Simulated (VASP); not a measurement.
Write the native input for VASP 6.6.1 that does the following.

```yaml
Task: electric field gradients
Functional: PBEsol
Potentials_or_basis: VASP PAW PBE potentials, release 64 (W_sv, S)
Cutoff: 520 eV
k_mesh: 15 × 15 × 15
Occupations: fermi-dirac, width 0.03 eV
Spin: no spin polarisation
Dipole_correction: no
Further_INCAR_settings: ALGO = Normal; EDIFF = 1e-08; NBANDS = 20
```

The structure of WS2 lies in POSCAR:

```
WS2
1.0
    1.6099690384      0.9295160577      6.2842102968
   -1.6099690384      0.9295160577      6.2842102968
    0.0000000000     -1.8590321154      6.2842102968
W S
1 2
Direct
    0.0000000000      0.0000000000      0.0000000000
    0.7503000000      0.7503000000      0.7503000000
    0.5810000000      0.5810000000      0.5810000000
```

One way to write it, as run:

INCAR

```
PREC = Accurate
ENCUT = 520
EDIFF = 1E-8
ISMEAR = -1
SIGMA = 0.03
LREAL = False
LASPH = True
NELM = 80
ALGO = Normal
ISIF = 2
LWAVE = False
LCHARG = False
GGA = PS
LEFG = True
NBANDS = 20
```

KPOINTS

```
Automatic mesh
0
Gamma
  15 15 15
```

Potentials or basis: VASP PAW PBE potentials, release 64 (W_sv, S).

Run with:

```bash
$ cat potpaw_PBE.64/W_sv/POTCAR potpaw_PBE.64/S/POTCAR > POTCAR
$ mpirun -np 1 vasp_std > vasp.out
```

It gave:

| Item | Value |
| --- | --- |
| Pressure | -9.1 GPa |
| Largest force | 1.263 eV/Å |
| Band gap on the k mesh | 1.07 eV (least direct gap 1.75 eV) |
| Largest electric field gradient by atom | W -142.5; S -44.5, -37.0 V/Å² |

Caveat: the cell stands under tension; without QUAD_EFG the Cq values of the log hold for a quadrupole moment of 1 mb, not for the nuclei; the PAW data sets were made with another functional, which shifts forces and pressure a little; spin-orbit coupling is left out, which moves the levels of the heavy elements.

Run time: 12 min on 1 thread of Intel(R) Xeon(R) 6975P-C (Granite Rapids), on a shared host, peak memory 0.6 GiB.
